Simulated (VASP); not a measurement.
# MgS (I4mm) in VASP: a series of runs

Runs on MgS. Level: LDA. Tasks: single point.

Everything below comes from runs of VASP 6.6.1. Logs are shortened: lines on timing, memory, paths and dates and some standing lists are left out, and cuts for length are marked.

## 1. The cell of the first run

Symmetry: I4mm, No. 107, tetragonal system. Conventional cell: a = 3.679 Å, b = 3.679 Å, c = 5.203 Å, α = 90.00°, β = 90.00°, γ = 90.00°. Within 3.3 Å of Mg (site symmetry 4mm) lie 6 S at 2.50 to 2.70 Å. S (site symmetry 4mm) has 6 Mg at 2.50 to 2.70 Å within 3.3 Å.

## 2. Single point, LDA

Contents of INCAR:

```
SYSTEM = MgS
PREC     = Accurate       ! precision mode
ENCUT    = 520            ! plane-wave cutoff, eV
EDIFF    = 1E-6           ! SCF threshold, eV
ISMEAR   = 0              ! smearing method
SIGMA    = 0.05           ! smearing width, eV
LREAL    = .FALSE.        ! projectors in reciprocal space
LASPH    = .TRUE.         ! aspherical terms in the spheres
NELM     = 80             ! most SCF steps
ALGO     = Normal         ! electronic algorithm
ISIF     = 2              ! what is computed and relaxed
LWAVE    = .FALSE.        ! write WAVECAR
LCHARG   = .TRUE.         ! write CHGCAR
GGA      = CA             ! functional
LELF     = .TRUE.         ! ELF
LVHAR    = .TRUE.       
NBANDS   = 11             ! bands
```

Contents of KPOINTS:

```
Automatic mesh
0
G
  8 8 8
  0 0 0
```

Contents of POSCAR:

```
MgS
1.0
    0.0000000000      2.6016500000      2.6016500000
    2.6016500000      0.0000000000      2.6016500000
    2.6016500000      2.6016500000      0.0000000000
Mg S
1 1
Direct
    0.0000000000      0.0000000000      0.0000000000
    0.5192185728      0.5192185728      0.4807814272
```

Potentials or basis: VASP PAW LDA potentials, release 64 (Mg, S).

On the command line:

```sh
cat potpaw_LDA.64/Mg/POTCAR potpaw_LDA.64/S/POTCAR > POTCAR
mpirun -np 1 vasp_std > vasp.out
```

OUTCAR:

```text
SYSTEM = MgS
   PREC = Accurate
   ENCUT = 520
   EDIFF = 1E-6
   ISMEAR = 0
   LREAL = .FALSE.
   LASPH = .TRUE.
   NELM = 80
   ISIF = 2
   GGA = CA

 ion  position               nearest neighbor table
   1  0.000  0.000  0.000-   2 2.50   2 2.60   2 2.60   2 2.60   2 2.60   2 2.70
   2  0.519  0.519  0.481-   1 2.50   1 2.60   1 2.60   1 2.60   1 2.60   1 2.70

  LATTYP: Found a face centered cubic cell.
 ALAT       =     5.2033000000

  Lattice vectors:

 A1 = (   0.0000000000,   2.6016500000,   2.6016500000)
 A2 = (   2.6016500000,   0.0000000000,   2.6016500000)
 A3 = (   2.6016500000,   2.6016500000,   0.0000000000)

Analysis of symmetry for initial positions (statically):
=====================================================================
 Subroutine PRICEL returns:
 Original cell was already a primitive cell.

 Routine SETGRP: Setting up the symmetry group for a
 face centered cubic supercell.

 Subroutine GETGRP returns: Found  8 space group operations
 (whereof  8 operations were pure point group operations)
 out of a pool of 48 trial point group operations.

The static configuration has the point symmetry C_4v.

Analysis of symmetry for dynamics (positions and initial velocities):
=====================================================================
 Subroutine PRICEL returns:
 Original cell was already a primitive cell.

 Routine SETGRP: Setting up the symmetry group for a
 face centered cubic supercell.

 Subroutine GETGRP returns: Found  8 space group operations
 (whereof  8 operations were pure point group operations)
 out of a pool of 48 trial point group operations.

The dynamic configuration has the point symmetry C_4v.

 Subroutine INISYM returns: Found  8 space group operations
 (whereof  8 operations are pure point group operations),
 and found     1 'primitive' translations

----------------------------------------------------------------------------------------

                                     Primitive cell

  volume of cell :      35.2190

  direct lattice vectors                    reciprocal lattice vectors
     0.000000000  2.601650000  2.601650000    -0.192185728  0.192185728  0.192185728
     2.601650000  0.000000000  2.601650000     0.192185728 -0.192185728  0.192185728
     2.601650000  2.601650000  0.000000000     0.192185728  0.192185728 -0.192185728

  length of vectors
     3.679288715  3.679288715  3.679288715     0.332875446  0.332875446  0.332875446

  position of ions in fractional coordinates (direct lattice)
     0.000000000  0.000000000  0.000000000
     0.519218573  0.519218573  0.480781427

  ion indices of the primitive-cell ions
   primitive index   ion index
                 1           1
                 2           2

----------------------------------------------------------------------------------------

 KPOINTS: Automatic mesh

Automatic generation of k-mesh.
 Grid dimensions read from file:
 generate k-points for:    8    8    8

 Generating k-lattice:

  Cartesian coordinates                     Fractional coordinates (reciprocal lattice)
    -0.024023216  0.024023216  0.024023216     0.125000000  0.000000000  0.000000000
     0.024023216 -0.024023216  0.024023216     0.000000000  0.125000000  0.000000000
     0.024023216  0.024023216 -0.024023216     0.000000000  0.000000000  0.125000000

  Length of vectors
     0.041609431  0.041609431  0.041609431

  Shift w.r.t. Gamma in fractional coordinates (k-lattice)
     0.000000000  0.000000000  0.000000000

 Subroutine IBZKPT returns following result:
 ===========================================

 Found     59 irreducible k-points:

 Following reciprocal coordinates:
            Coordinates               Weight
  0.000000  0.000000  0.000000      1.000000
  0.125000  0.000000  0.000000      8.000000
  0.250000  0.000000  0.000000      8.000000
  0.375000  0.000000  0.000000      8.000000
  0.500000  0.000000  0.000000      4.000000
  0.125000  0.125000  0.000000      2.000000
[... 16 lines left out ...]
  0.000000  0.375000  0.250000     16.000000
  0.500000  0.250000  0.000000      8.000000
 [... further k-points ...]
   k-points           NKPTS =     59   k-points in BZ     NKDIM =     59   number of bands    NBANDS=     11
   number of dos      NEDOS =    301   number of ions     NIONS =      2
   total plane-waves  NPLWV =  21952
   dimension x,y,z NGX =    28 NGY =   28 NGZ =   28
   dimension x,y,z NGXF=    56 NGYF=   56 NGZF=   56
   ions per type =               1   1
   NGX,Y,Z   is equivalent  to a cutoff of  12.65, 12.65, 12.65 a.u.
   NGXF,Y,Z  is equivalent  to a cutoff of  25.30, 25.30, 25.30 a.u.
 SYSTEM =  MgS
   PREC   = accura    normal or accurate (medium, high low for compatibility)
   ISTART =      0    job   : 0-new  1-cont  2-samecut
   ICHARG =      2    charge: 1-file 2-atom 10-const
   ISPIN  =      1    spin polarized calculation?
   LNONCOLLINEAR =      F non collinear calculations
   LSORBIT =      F    spin-orbit coupling
   LASPH  =      T    aspherical Exc in radial PAW
   ENCUT  =  520.0 eV  38.22 Ry    6.18 a.u.   6.84  6.84  6.84*2*pi/ulx,y,z
   NELM   =     80;   NELMIN=  2; NELMDL= -5     # of ELM steps
   EDIFF  = 0.1E-05   stopping-criterion for ELM
   LREAL  =      F    real-space projection
   EDIFFG = 0.1E-04   stopping-criterion for IOM
   NSW    =      0    number of steps for IOM
   IBRION =     -1    ionic relax: 0-MD 1-quasi-New 2-CG
   NFREE  =      0    steps in history (QN), initial steepest desc. (CG)
   ISIF   =      2    stress and relaxation
   ISYM   =      2    0-nonsym 1-usesym 2-fastsym
   POTIM  = 0.5000    time-step for ionic-motion
   TEBEG  =    0.0;   TEEND  =   0.0 temperature during run
   PSTRESS=    0.0 pullay stress
   NELECT =       8.0000    total number of electrons
   NUPDOWN=      -1.0000    fix difference up-down
   EMIN   =  10.00;   EMAX   =-10.00  energy-range for DOS
   EFERMI =   0.00;   METHOD = LEGACY
   ISMEAR =     0;   SIGMA  =   0.05  broadening in eV -4-tet -1-fermi 0-gaus
   EFERMI_NEDOS =   21; number of points for ismear=-14 and -15
   IALGO  =     38    algorithm
   IMIX   =      4    mixing-type and parameters
     AMIX     =   0.40;   BMIX     =  1.00
     AMIX_MAG =   1.60;   BMIX_MAG =  1.00
  volume/ion in A,a.u.               =      17.61       118.83
  Fermi-wavevector in a.u.,A,eV,Ry     =   0.998878  1.887606 13.575323  0.997758
  Thomas-Fermi vector in A             =   2.131131
   LORBIT       =      0    0 simple, 1 ext, 2 COOP (PROOUT), +10 PAW based schemes
   GGA     = CA    functional components
   LHFCALC =     F    Hartree Fock is set to
   AEXX    =    0.0000 exact exchange contribution
   IVDW    =     0    specifies the selected vdW correction
   LEPSILON=     F    determine dielectric tensor
   LRPA    =     F    only Hartree local field effects (RPA)
 non-spin polarized calculation
 Gauss-broadening in eV      SIGMA  =   0.05
  energy-cutoff  :      520.00
  volume of cell :       35.22
 maximum number of plane-waves:       960
   NGX = 13   NGY = 13   NGZ = 13

 number of electron       8.0000000 magnetization

 Free energy of the ion-electron system (eV)
  ---------------------------------------------------
  ext. energy  EPLUGINS =         0.00000000
  ---------------------------------------------------
  free energy    TOTEN  =        -9.55842481 eV

  energy without entropy =       -9.55842481  energy(sigma->0) =       -9.55842481

 E-fermi :   3.8160     XC(G=0):  -9.9856

 val. band max:        3.5790290766   @ k =   0.0000   0.0000   0.0000
 cond. band min:       6.1396187617   @ k =   0.0000   0.5000   0.5000
 fundamental gap:      2.5605896850
 Fermi energy:         3.8160420540

 k-point     1 :       0.0000    0.0000    0.0000
  band No.  band energies     occupation
      1      -9.0630      2.00000
      2       3.5619      2.00000
      3       3.5790      2.00000
      4       3.5790      2.00000
      5       7.0686      0.00000
      6      11.4113      0.00000
      7      11.4113      0.00000
      8      11.4294      0.00000
      9      13.8519      0.00000
     10      13.8798      0.00000
     11      15.9133      0.00000

 k-point     2 :       0.1250    0.0000    0.0000
  band No.  band energies     occupation
      1      -8.9098      2.00000
      2       2.4973      2.00000
      3       3.4670      2.00000
      4       3.4772      2.00000
      5       7.8877      0.00000
      6      11.0805      0.00000
      7      11.6572      0.00000
      8      11.6737      0.00000
      9      13.1687      0.00000
     10      13.1975      0.00000
     11      15.9798      0.00000

 k-point     3 :       0.2500    0.0000    0.0000
  band No.  band energies     occupation
      1      -8.4945      2.00000
      2       0.7183      2.00000
      3       3.2460      2.00000
      4       3.2558      2.00000
      5       8.3527      0.00000
      6      11.2516      0.00000
      7      11.2567      0.00000
      8      11.7198      0.00000
      9      13.7444      0.00000
     10      13.7722      0.00000
     11      15.1869      0.00000

 k-point     4 :       0.3750    0.0000    0.0000
  band No.  band energies     occupation
      1      -7.9852      2.00000
      2      -0.7402      2.00000
      3       3.0518      2.00000
      4       3.0613      2.00000
      5       8.0911      0.00000
      6      10.5735      0.00000
      7      10.5859      0.00000
      8      13.0980      0.00000
      9      14.9291      0.00000
     10      15.7094      0.00000
     11      15.7452      0.00000
[... 239 lines left out ...]
 k-point    22 :       0.3750    0.2500    0.0000
  band No.  band energies     occupation
      1      -7.9246      2.00000
      2       0.1249      2.00000
      3       2.0765      2.00000
      4       2.3625      2.00000
      5       7.8566      0.00000
      6       9.1315      0.00000
      7      12.0249      0.00000
      8      13.2737      0.00000
      9      15.0766      0.00000
     10      16.5101      0.00000
     11      18.8993      0.00000

 k-point    23 :       0.0000    0.3750    0.2500
  band No.  band energies     occupation
      1      -7.9248      2.00000
      2       0.1286      2.00000
      3       2.0750      2.00000
      4       2.3586      2.00000
      5       7.8596      0.00000
      6       9.1207      0.00000
      7      12.0203      0.00000
      8      13.2806      0.00000
      9      15.0782      0.00000
     10      16.5235      0.00000
     11      18.8867      0.00000

 k-point    24 :       0.5000    0.2500    0.0000
  band No.  band energies     occupation
      1      -7.5637      2.00000
      2      -0.5273      2.00000
      3       1.3317      2.00000
      4       2.3586      2.00000
      5       7.7952      0.00000
      6      10.1937      0.00000
      7      12.2259      0.00000
      8      12.4060      0.00000
      9      15.9668      0.00000
     10      18.1018      0.00000
     11      18.8999      0.00000

 [... further k-points ...]
[... 5 lines left out ...]
  --------------------------------------------------------------------------------------
  -------------------------------------------------------------------------------------
  Total       -0.8607336     -0.8607336     -0.5968741      0.0000000     -0.0000000      0.0000000
  in kB      -39.1563974    -39.1563974    -27.1529317      0.0000000     -0.0000000      0.0000000
  external PRESSURE =     -35.1552422 kB  Pullay stress =       0.0000000 kB

 VOLUME and BASIS-vectors are now :
 -----------------------------------------------------------------------------
  energy-cutoff  :      520.00
  volume of cell :       35.22
      direct lattice vectors                 reciprocal lattice vectors
     0.000000000  2.601650000  2.601650000    -0.192185728  0.192185728  0.192185728
     2.601650000  0.000000000  2.601650000     0.192185728 -0.192185728  0.192185728
     2.601650000  2.601650000  0.000000000     0.192185728  0.192185728 -0.192185728

 POSITION                                       TOTAL-FORCE (eV/Angst)
 -----------------------------------------------------------------------------------
      0.00000      0.00000      0.00000         0.000000      0.000000      0.266510
      2.60165      2.60165      2.70165         0.000000      0.000000     -0.266510
 -----------------------------------------------------------------------------------
    total drift:                                0.000000      0.000000      0.000152

  FREE ENERGIE OF THE ION-ELECTRON SYSTEM (eV)
  ---------------------------------------------------
  free  energy   TOTEN  =        -9.5584248116 eV

  energy  without entropy=       -9.5584248116  energy(sigma->0) =       -9.55842481
```

Wall time 11 s (1 thread of AMD EPYC 9R45 (Zen 5), shared host); peak memory 0.12 GiB.

What came out:

```
Free energy            : -9.5584 eV
Pressure               : -3.5 GPa
Largest force          : 0.267 eV/Å
Band gap on the k mesh : 2.56 eV, indirect (least direct gap 3.49 eV)
```

Forces in eV/Å, atoms in the order of the input:
```
Mg   0.000  0.000  0.267
S    0.000  0.000 -0.267
```

Stress tensor (GPa, compression positive):
```
-3.92  0.00  0.00
 0.00 -3.92  0.00
 0.00  0.00 -2.72
```

Caveat: the cell differs from its parent crystal (all S atoms moved -0.100 Å, as atom 2 towards its neighbour atom 1 (Mg) at 2.602 Å). A k mesh can miss the band edges.

## 3. Single point, LDA

Contents of INCAR:

```
SYSTEM = MgS
PREC     = Accurate       ! precision mode
ENCUT    = 520            ! plane-wave cutoff, eV
EDIFF    = 1E-6           ! SCF threshold, eV
ISMEAR   = 0              ! smearing method
SIGMA    = 0.05           ! smearing width, eV
LREAL    = .False.        ! projectors in reciprocal space
LASPH    = .True.         ! aspherical terms in the spheres
NELM     = 80             ! most SCF steps
ALGO     = Normal         ! electronic algorithm
ISIF     = 2              ! what is computed and relaxed
LWAVE    = .False.        ! write WAVECAR
LCHARG   = .False.        ! write CHGCAR
NBANDS   = 11             ! bands
```

Contents of KPOINTS:

```
regular mesh
0
Gamma
  8 8 8
  0 0 0
```

POSCAR: that of step 2 with these lines changed.

```diff
@@ -9,2 +9,2 @@
     0.0000000000      0.0000000000      0.0000000000
-    0.5192185728      0.5192185728      0.4807814272
+    0.4903907136      0.4903907136      0.5096092864
```

Potentials or basis: VASP PAW LDA potentials, release 64 (Mg, S).

On the command line:

```sh
cat potpaw_LDA.64/Mg/POTCAR potpaw_LDA.64/S/POTCAR > POTCAR
mpirun -np 1 vasp_std > vasp.out
```

Run time: 10 s. Hardware: 1 thread of AMD EPYC 9R45 (Zen 5), shared host; peak memory 0.12 GiB.

It converged, with:

```
Free energy            : -9.5682 eV
Pressure               : -3.8 GPa
Largest force          : 0.127 eV/Å
Band gap on the k mesh : 2.56 eV, indirect (least direct gap 3.49 eV)
```

Forces on the atoms (eV/Å):
```
Mg   0.000  0.000 -0.127
S    0.000  0.000  0.127
```

Stress tensor (GPa, compression positive):
```
-3.87  0.00  0.00
 0.00 -3.87  0.00
 0.00  0.00 -3.57
```

Levels at points of the mesh, in eV from the valence-band top:
```tsv
k point	band 1	band 2	band 3	band 4	band 5	band 6	band 7	band 8	band 9
(0.00, 0.00, 0.00)	-12.64	0.00	0.00	0.00	3.49	7.84	7.84	7.84	10.27
(0.50, 0.00, 0.00)	-11.31	-4.91	-0.60	-0.59	4.38	6.74	6.75	9.84	11.94
(0.50, 0.50, 0.00)	-10.93	-4.25	-1.71	-1.71	2.56	4.25	11.79	12.76	13.09
(0.00, 0.50, 0.50)	-10.93	-4.25	-1.71	-1.71	2.56	4.25	11.79	12.75	13.09
```

Caveat: the cell differs from its parent crystal (all S atoms moved +0.050 Å, as atom 2 towards its neighbour atom 1 (Mg) at 2.602 Å). A k mesh can miss the band edges.

## 4. Single point, LDA

Contents of INCAR:

```
PREC = Accurate
ENCUT = 520
EDIFF = 1E-6
ISMEAR = 0
SIGMA = 0.05
LREAL = F
LASPH = T
NELM = 80
ALGO = Normal
ISIF = 2
LWAVE = F
LCHARG = F
NBANDS = 11
```

Contents of KPOINTS:

```
Automatic mesh
0
Gamma
  8 8 8
```

POSCAR: that of step 3 with these lines changed.

```diff
@@ -9,2 +9,2 @@
     0.0000000000      0.0000000000      0.0000000000
-    0.4903907136      0.4903907136      0.5096092864
+    0.4759767840      0.4759767840      0.5240232160
```

Potentials or basis: VASP PAW LDA potentials, release 64 (Mg, S).

On the command line:

```sh
cat potpaw_LDA.64/Mg/POTCAR potpaw_LDA.64/S/POTCAR > POTCAR
mpirun -np 1 vasp_std > vasp.out
```

OUTCAR:

```text
PREC = Accurate
   ENCUT = 520
   EDIFF = 1E-6
   ISMEAR = 0
   LREAL = F
   LASPH = T
   NELM = 80
   ISIF = 2

 ion  position               nearest neighbor table
   1  0.000  0.000  0.000-   2 2.48   2 2.60   2 2.60   2 2.60   2 2.60   2 2.73
   2  0.476  0.476  0.524-   1 2.48   1 2.60   1 2.60   1 2.60   1 2.60   1 2.73

  LATTYP: Found a face centered cubic cell.
 ALAT       =     5.2033000000

  Lattice vectors:

 A1 = (   0.0000000000,   2.6016500000,   2.6016500000)
[... 512 lines left out ...]
      5       7.7959      0.00000
      6      10.1945      0.00000
      7      12.2217      0.00000
      8      12.4087      0.00000
      9      15.9677      0.00000
     10      18.0832      0.00000
     11      18.8887      0.00000

 [... further k-points ...]
[... 5 lines left out ...]
  --------------------------------------------------------------------------------------
  -------------------------------------------------------------------------------------
  Total       -0.8687977     -0.8687977     -0.4551223      0.0000000      0.0000000      0.0000000
  in kB      -39.5232511    -39.5232511    -20.7043730      0.0000000      0.0000000      0.0000000
  external PRESSURE =     -33.2502918 kB  Pullay stress =       0.0000000 kB

 VOLUME and BASIS-vectors are now :
 -----------------------------------------------------------------------------
  energy-cutoff  :      520.00
  volume of cell :       35.22
      direct lattice vectors                 reciprocal lattice vectors
     0.000000000  2.601650000  2.601650000    -0.192185728  0.192185728  0.192185728
     2.601650000  0.000000000  2.601650000     0.192185728 -0.192185728  0.192185728
     2.601650000  2.601650000  0.000000000     0.192185728  0.192185728 -0.192185728

 POSITION                                       TOTAL-FORCE (eV/Angst)
 -----------------------------------------------------------------------------------
      0.00000      0.00000      0.00000         0.000000      0.000000     -0.345115
      2.60165      2.60165      2.47665         0.000000      0.000000      0.345115
 -----------------------------------------------------------------------------------
    total drift:                               -0.000000     -0.000000     -0.000230

  FREE ENERGIE OF THE ION-ELECTRON SYSTEM (eV)
  ---------------------------------------------------
  free  energy   TOTEN  =        -9.5507939977 eV

  energy  without entropy=       -9.5507939977  energy(sigma->0) =       -9.55079400
```

Run time: 10 s. Hardware: 1 thread of AMD EPYC 9R45 (Zen 5), shared host; peak memory 0.12 GiB.

What came out:

```yaml
Free_energy: -9.5508 eV
Pressure: -3.3 GPa
Largest_force: 0.345 eV/Å
Band_gap_on_the_k_mesh: 2.56 eV, indirect (least direct gap 3.49 eV)
```

Forces in eV/Å, atoms in the order of the input:
```
Mg   0.000  0.000 -0.345
S    0.000  0.000  0.345
```

Caveat: the cell differs from its parent crystal (all S atoms moved +0.125 Å, as atom 2 towards its neighbour atom 1 (Mg) at 2.602 Å). A k mesh can miss the band edges.
